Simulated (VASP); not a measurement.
# GaSi16 (a cell with a defect) in VASP: further runs, part 3 of 3

VASP 6.6.1.

## Step 5: Single point, PBE+D3(BJ), collinear spin, zero start

Input file INCAR:

```
PREC = Accurate
ENCUT = 520
EDIFF = 1E-6
ISMEAR = 0
SIGMA = 0.05
LREAL = Auto
LASPH = True
NELM = 150
ALGO = Normal
ISIF = 2
LWAVE = False
LCHARG = False
ISPIN = 2
MAGMOM = 0 0 0 0 0 0 0 0 0 0 0 0 0 0 0 0 0
LORBIT = 11
GGA = PE
IVDW = 12
NBANDS = 56
```

Input file KPOINTS:

```
Automatic mesh
0
Gamma
  2 2 2
```

Input file POSCAR:

```
GaSi16
1.0
    0.0000000000      5.4300000000      5.4300000000
    5.4300000000      0.0000000000      5.4300000000
    5.4300000000      5.4300000000      0.0000000000
Si Ga
16 1
Direct
    0.0012324125      0.0017659300     -0.0041782689
    0.1221322284      0.1221434622      0.1280162063
    0.0014751381      0.0019244936      0.5014839779
    0.1246301105      0.1266851750      0.6247162983
   -0.0135231123      0.5045498158      0.0045074586
    0.1222245856      0.6283610497      0.1273750460
    0.0007934622      0.4977115101      0.5008150092
    0.1221246777      0.6285103131      0.6221381215
    0.5045906998     -0.0137465009      0.0045930939
    0.6277848066      0.1223013812      0.1278227440
    0.4957401473      0.0017815838      0.5012697974
    0.6280038674      0.1221300184      0.6221327808
    0.5046412523      0.5047106814      0.0046471455
    0.6251693370      0.6249501842      0.1251943831
    0.5044965930      0.5045409761      0.4865017495
    0.6273520258      0.6283757827      0.6222354512
    0.3752155617      0.3748361878      0.8752380295
```

Potentials or basis: VASP PAW PBE potentials, release 64 (Si, Ga_d).

Started as:

```
$ cat potpaw_PBE.64/Si/POTCAR potpaw_PBE.64/Ga_d/POTCAR > POTCAR
$ mpirun -np 1 vasp_std > vasp.out
```

OUTCAR:

```text
PREC = Accurate
   ENCUT = 520
   EDIFF = 1E-6
   ISMEAR = 0
   LREAL = Auto
   LASPH = True
   NELM = 150
   ISIF = 2
   ISPIN = 2
   LORBIT = 11
   GGA = PE
   IVDW = 12
 IVDW          = 12

 ion  position               nearest neighbor table
   1  0.001  0.002  0.996-   4 2.33   6 2.34  10 2.34   2 2.34
   2  0.122  0.122  0.128-   1 2.34   3 2.34   5 2.40   9 2.40  17 2.75
   3  0.001  0.002  0.501-   4 2.33   8 2.34   2 2.34  12 2.34
   4  0.125  0.127  0.625-   7 2.33   1 2.33  11 2.33   3 2.33
   5  0.986  0.505  0.005-  14 2.27   8 2.40   2 2.40   6 2.40  17 2.44
   6  0.122  0.628  0.127-   1 2.34   7 2.34  13 2.40   5 2.40  17 2.75
   7  0.001  0.498  0.501-   4 2.33   6 2.34  16 2.34   8 2.34
   8  0.122  0.629  0.622-   3 2.34   7 2.34   5 2.40  15 2.40  17 2.75
   9  0.505  0.986  0.005-  14 2.27   2 2.40  12 2.40  10 2.40  17 2.44
  10  0.628  0.122  0.128-   1 2.34  11 2.34  13 2.40   9 2.40  17 2.74
  11  0.496  0.002  0.501-   4 2.33  16 2.34  10 2.34  12 2.34
  12  0.628  0.122  0.622-  11 2.34   3 2.34  15 2.40   9 2.40  17 2.75
  13  0.505  0.505  0.005-  14 2.27  10 2.40  16 2.40   6 2.40  17 2.44
  14  0.625  0.625  0.125-   9 2.27  15 2.27   5 2.27  13 2.27
  15  0.504  0.505  0.487-  14 2.27   8 2.40  12 2.40  16 2.40  17 2.44
  16  0.627  0.628  0.622-  11 2.34   7 2.34  13 2.40  15 2.40  17 2.75
  17  0.375  0.375  0.875-   9 2.44  13 2.44  15 2.44   5 2.44  10 2.74   6 2.75  16 2.75   2 2.75
                            12 2.75   8 2.75

  LATTYP: Found a face centered cubic cell.
 ALAT       =    10.8600000000

  Lattice vectors:

 A1 = (   0.0000000000,   5.4300000000,   5.4300000000)
 A2 = (   5.4300000000,   0.0000000000,   5.4300000000)
 A3 = (   5.4300000000,   5.4300000000,   0.0000000000)

Analysis of symmetry for initial positions (statically):
=====================================================================
 Subroutine PRICEL returns:
 Original cell was already a primitive cell.

 Routine SETGRP: Setting up the symmetry group for a
[... 629 lines left out ...]
     50      10.4819      0.00000
 Fermi energy:         6.8807942224

 spin component 2

 k-point     1 :       0.0000    0.0000    0.0000
  band No.  band energies     occupation
      1      -8.6891      1.00000
      2      -8.6889      1.00000
      3      -8.6889      1.00000
      4      -8.6697      1.00000
      5      -8.6697      1.00000
      6      -6.1600      1.00000
[... 413 lines left out ...]
     49      10.3080      0.00000
     50      10.4819      0.00000
 [bands above 50 left out]

------------------------ aborting loop because EDIFF is reached ----------------------------------------

 Edisp (eV)   -5.62357

 E8    (eV) :    -2.3457

  FORCE on cell =-STRESS in cart. coord.  units (eV):
  Direction    XX          YY          ZZ          XY          YZ          ZX
  --------------------------------------------------------------------------------------
  -------------------------------------------------------------------------------------
  Total       6.57604     6.58161     6.57660    -0.01848    -0.01925     0.01425
  in kB      32.90375    32.93163    32.90657    -0.09246    -0.09632     0.07129
  external pressure =       32.91 kB  Pullay stress =        0.00 kB

 VOLUME and BASIS-vectors are now :
 -----------------------------------------------------------------------------
  energy-cutoff  :      520.00
  volume of cell :      320.21
      direct lattice vectors                 reciprocal lattice vectors
     0.000000000  5.430000000  5.430000000    -0.092081031  0.092081031  0.092081031
     5.430000000  0.000000000  5.430000000     0.092081031 -0.092081031  0.092081031
     5.430000000  5.430000000  0.000000000     0.092081031  0.092081031 -0.092081031

 POSITION                                       TOTAL-FORCE (eV/Angst)
 -----------------------------------------------------------------------------------
      5.41690      5.41400      0.01628         0.008169      0.003662      0.000449
      1.35837      1.35831      1.32642         0.001045      0.000042      0.007047
      2.73351      2.73107      0.01846        -0.004212     -0.009149     -0.004635
      4.08011      4.06895      1.36464        -0.014900      0.006392     -0.014017
      2.76418      5.38105      8.09628         0.008457     -0.006599      0.000673
      4.10365      1.35533      4.07568        -0.003643      0.000594     -0.002845
[... 9 lines left out ...]
      6.79082      6.78526      6.81860        -0.002775      0.000346     -0.003583
      6.78790      6.78996      4.07278        -0.000905     -0.005124     -0.000628
 -----------------------------------------------------------------------------------
    total drift:                               -0.003345      0.000567     -0.003200

  FREE ENERGIE OF THE ION-ELECTRON SYSTEM (eV)
  ---------------------------------------------------
  free  energy   TOTEN  =       -91.2872233286 eV

  energy  without entropy=      -91.2801561299  energy(sigma->0) =      -91.28368973

 total charge

# of ion       s       p       d       tot
------------------------------------------
    1        0.746   0.955   0.000   1.701
    2        0.745   0.929   0.000   1.675
    3        0.746   0.955   0.000   1.701
    4        0.736   0.970   0.000   1.706
    5        0.757   0.942   0.000   1.699
    6        0.745   0.930   0.000   1.675
[... 9 lines left out ...]
   16        0.745   0.930   0.000   1.675
   17        1.085   0.714  10.057  11.856
--------------------------------------------------
tot         13.060  15.858  10.057  38.975

 magnetization (x)

# of ion       s       p       d       tot
------------------------------------------
    1        0.000  -0.000   0.000  -0.000
    2       -0.000   0.000   0.000  -0.000
    3        0.000  -0.000   0.000  -0.000
    4        0.000   0.000   0.000   0.000
    5        0.000  -0.000   0.000  -0.000
    6       -0.000   0.000   0.000  -0.000
[... 9 lines left out ...]
   16       -0.000   0.000   0.000  -0.000
   17        0.000   0.000  -0.000   0.000
--------------------------------------------------
tot         -0.000  -0.000  -0.000  -0.000
```

Wall time 3.8 min (1 thread of Intel Xeon 6975P-C (Granite Rapids), shared host); peak memory 0.72 GiB.

What came out:

```
Free energy                                           : -91.2872 eV
Pressure                                              : 3.3 GPa
Largest force                                         : 0.021 eV/Å
Net moment                                            : 0.00 μB per cell
Valence electrons inside the program's atomic spheres : Si 1.70, 1.68, 1.71, 1.76; Ga 11.86
Dispersion energy per atom                            : -0.331 eV
```

Forces on the atoms (eV/Å):
```
Si   0.008  0.004  0.000
Si   0.001  0.000  0.007
Si  -0.004 -0.009 -0.005
Si  -0.015  0.006 -0.014
Si   0.008 -0.007  0.001
Si  -0.004  0.001 -0.003
Si   0.001  0.003  0.001
Si  -0.001  0.008 -0.001
Si  -0.005  0.005 -0.005
Si  -0.001  0.000 -0.001
Si   0.000  0.004  0.008
Si   0.008  0.000  0.001
Si   0.008 -0.002  0.007
Si  -0.002 -0.002 -0.001
Si   0.001 -0.007  0.008
Si  -0.003  0.000 -0.004
Ga  -0.001 -0.005 -0.001
```

Caveat: the k points lie up to 0.50 Å⁻¹ apart.
